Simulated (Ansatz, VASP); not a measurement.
## W4C5: VASP beside Ansatz

Contents of INCAR:

```
SYSTEM = W4C5
  PREC = Accurate
  ENCUT = 520
  EDIFF = 1E-6
  ISMEAR = 0
  SIGMA = 0.1
  LREAL = .FALSE.
  LASPH = .TRUE.
  NELM = 60
  ALGO = Normal
  ISIF = 2
  LWAVE = .FALSE.
  LCHARG = .FALSE.
  LDIPOL = .TRUE.
  IDIPOL = 3
  DIPOL = 0.5 0.5 0.500
  GGA = PE
  NBANDS = 48
```

The input KPOINTS:

```
Automatic mesh
0
G
  12 12 1
  0 0 0
```

POSCAR

```
W4C5
1.0
    2.9217712068      0.0000000000      0.0000000000
   -1.4608856034      2.5303280892      0.0000000000
    0.0000000000      0.0000000000     26.3883078636
C W
5 4
Direct
    0.6666666667      0.3333333333      0.2842167841
    0.6666666667      0.3333333333      0.3921083921
    0.6666666667      0.3333333333      0.5000000000
    0.6666666667      0.3333333333      0.6078916079
    0.6666666667      0.3333333333      0.7157832159
    0.0000000000      0.0000000000      0.3381625881
    0.0000000000      0.0000000000      0.4460541960
    0.0000000000      0.0000000000      0.5539458040
    0.0000000000      0.0000000000      0.6618374119
```

Input for Ansatz:

```yaml
crystal:
  lattice:
    - [2.9217712068, 0.0, 0.0]
    - [-1.4608856034, 2.5303280892, 0.0]
    - [0.0, 0.0, 26.3883078636]
  atoms:
    - { symbol: C, position: [0.6666666667, 0.3333333333, 0.2842167841] }
    - { symbol: W, position: [0.0, 0.0, 0.3381625881] }
    - { symbol: C, position: [0.6666666667, 0.3333333333, 0.3921083921] }
    - { symbol: W, position: [0.0, 0.0, 0.446054196] }
    - { symbol: C, position: [0.6666666667, 0.3333333333, 0.5] }
    - { symbol: W, position: [0.0, 0.0, 0.553945804] }
    - { symbol: C, position: [0.6666666667, 0.3333333333, 0.6078916079] }
    - { symbol: W, position: [0.0, 0.0, 0.6618374119] }
    - { symbol: C, position: [0.6666666667, 0.3333333333, 0.7157832159] }
basis:
  ecutwfc: 420
kpoints:
  mp_grid: { grid: [12, 12, 1] }
hamiltonian:
  xc: pbe
scf:
  occupations: { method: gaussian, width: 0.1 }
output:
  forces: true
  eigenvalues: true
  write_density: true
  write_potential: true
  elf: true
  volumetric_format: npy
efield:
  axis: 3
  dipole_correction: true
  ramp_width: 0.04
```

Alike in both runs: task single point; functional PBE; k mesh 12 × 12 × 1; occupations gaussian, width 0.1 eV; no spin polarisation.

|  | VASP | Ansatz |
| --- | --- | --- |
| version | VASP 6.6.1 | Ansatz 0.2.0 |
| potentials or method | VASP PAW PBE potentials, release 64 (C, W_sv), cutoff 520 eV | scalar-relativistic, plane waves, PAW |
| valence electrons in the cell | 76 | 76 |

Ansatz gave:

| Item | Value |
| --- | --- |
| gap on the k mesh at the Fermi level (eV) | none |
| rms of the force components (eV/Å) | 1.969 |

Which values does VASP return?

gap on the k mesh at the Fermi level (eV): none; rms of the force components (eV/Å): 1.964.

A gap of «none» marks a metal or a gap that the smearing closes. Ansatz's warnings: xc potential rough in thin density.

Neither program's run includes spin-orbit coupling.
